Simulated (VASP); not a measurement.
Wanted: the native input for a VASP 6.6.1 run.

| Item | Value |
| --- | --- |
| Task | single point |
| Functional | PBE |
| Potentials or basis | VASP PAW PBE potentials, release 64 (B, As, In_d) |
| Cutoff | 520 eV |
| k mesh | 6 × 6 × 6 |
| Occupations | fermi-dirac, width 0.02 eV |
| Spin | no spin polarisation |
| Dipole correction | no |
| Further INCAR settings | ALGO = Normal; EDIFF = 1e-07; NBANDS = 31 |

The structure of InB3As4 lies in POSCAR:

```
InB3As4
1.0
    5.1567957722      0.0000000000      0.0000000000
    0.0000000000      5.1567957722      0.0000000000
    0.0000000000      0.0000000000      5.1567957722
B As In
3 4 1
Direct
    0.5000000000      0.0000000000      0.0000000000
    0.0000000000      0.5000000000      0.0000000000
    0.0000000000      0.0000000000      0.5000000000
    0.7735014892      0.2264985108      0.2264985108
    0.2264985108      0.7735014892      0.2264985108
    0.2264985108      0.2264985108      0.7735014892
    0.7735014892      0.7735014892      0.7735014892
    0.5000000000      0.5000000000      0.5000000000
```

The input as run:

INCAR

```
  ALGO = Normal
  EDIFF = 1E-7
  ENCUT = 520
  GGA = PE
  ISIF = 2
  ISMEAR = -1
  LASPH = True
  LCHARG = False
  LREAL = False
  LWAVE = False
  NBANDS = 31
  NELM = 80
  PREC = Accurate
  SIGMA = 0.02
```

KPOINTS

```
k-points
0
Gamma
  6 6 6
```

Potentials or basis: VASP PAW PBE potentials, release 64 (B, As, In_d).

The run is started by

```bash
$ cat potpaw_PBE.64/B/POTCAR potpaw_PBE.64/As/POTCAR potpaw_PBE.64/In_d/POTCAR > POTCAR
$ mpirun -np 1 vasp_std > vasp.out
```

It gave:

```yaml
Pressure: 2.2 GPa
Largest_force: 0.203 eV/Å
Band_gap_on_the_k_mesh: zero (filled and empty bands touch)
```

Caveat: spin-orbit coupling is left out, which moves the levels of the heavy elements.

Wall time 39 s on 1 thread of AMD EPYC 9R45 96-Core Processor (Zen 5), with other jobs on the host, peak memory 0.25 GiB.
